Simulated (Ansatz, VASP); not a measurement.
**SnO: VASP beside Ansatz**

Contents of INCAR:

```
ALGO = Fast
EDIFF = 1E-6
ENCUT = 520
GGA = PS
ISIF = 2
ISMEAR = 0
LASPH = True
LCHARG = False
LREAL = False
LWAVE = False
NBANDS = 28
NELM = 80
PREC = Accurate
SIGMA = 0.15
```

KPOINTS

```
k-points
0
Gamma
  12 12 10
```

File POSCAR:

```
SnO
1.0
    4.0156724000      0.0000000000      0.0000000000
    0.0000000000      3.5883276000      0.0000000000
    0.0000000000      0.0000000000      4.8360000000
Sn O
2 2
Direct
    0.0000000000      0.5000000000      0.2385000000
    0.5000000000      0.0000000000      0.7615000000
    0.0000000000      0.0000000000      0.0000000000
    0.5000000000      0.5000000000      0.0000000000
```

Input for Ansatz:

```yaml
crystal:
  lattice:
    - [4.0156724, 0.0, 0.0]
    - [0.0, 3.5883276, 0.0]
    - [0.0, 0.0, 4.836]
  atoms:
    - { symbol: Sn, position: [0.0, 0.5, 0.2385] }
    - { symbol: Sn, position: [0.5, 0.0, 0.7615] }
    - { symbol: O, position: [0.0, 0.0, 0.0] }
    - { symbol: O, position: [0.5, 0.5, 0.0] }
basis:
  ecutwfc: 420
kpoints:
  mp_grid: { grid: [12, 12, 10] }
hamiltonian:
  xc: pbesol
scf:
  occupations: { method: gaussian, width: 0.15 }
output:
  forces: true
  stress: true
  eigenvalues: true
```

Change from the starting cell: strain +0.0562 x Voigt [1, -1, 0, 0, 0, 0], atoms carried along.

Alike in both runs: task single point; functional PBEsol; k mesh 12 × 12 × 10; occupations gaussian, width 0.15 eV; no spin polarisation.

|  | VASP | Ansatz |
| --- | --- | --- |
| version | VASP 6.6.1 | Ansatz 0.2.0 |
| potentials or method | VASP PAW PBE potentials, release 64 (Sn_d, O), cutoff 520 eV | scalar-relativistic, plane waves, PAW |
| valence electrons in the cell | 40 | 40 |

Ansatz gave:

```
gap on the k mesh at the Fermi level (eV)                     : none
pressure (GPa)                                                : 1.4
traceless stress, the component that is largest in VASP (GPa) : 4.12
rms of the force components (eV/Å)                            : 0.343
```

Question: What did VASP give for the same quantities?

Answer: gap on the k mesh at the Fermi level (eV): none; pressure (GPa): 1.6; traceless stress, the component that is largest in VASP (GPa): 4.27; rms of the force components (eV/Å): 0.370.

VASP's potentials were made for PBE, not for PBEsol. Atom by atom the forces differ by 0.038 eV/Å (rms over components). A gap of «none» marks a metal or a gap that the smearing closes.
